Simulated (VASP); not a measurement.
The system is ZnSe.

```
Zn Se
1.0
     3.32515    0.00000    0.00000
     0.00000    3.32515    0.00000
     0.00000    0.00000    3.32515
Zn Se
1 1
Cartesian
  0.0000 0.0000 0.0000
  1.6626 1.6626 1.6626
```

Program: VASP 6.6.1. Alike in all runs: task single point; potentials or basis VASP PAW PBE potentials, release 64 (Zn, Se); cell as given; k mesh 6 × 6 × 6; smearing fermi-dirac 0.02 eV. Hardware: 1 thread of Intel(R) Xeon(R) 6975P-C (Granite Rapids), with other jobs on the host.

Task: Order these runs on this cell by their wall time, lowest first.
A. level PBE; spin non-collinear, zero start, SOC; cutoff (eV) 500
B. level r2SCAN; spin off; cutoff (eV) 550
C. level PBE; spin off; cutoff (eV) 500

Result: C (3.4 s), A (13 s), B (27 s).
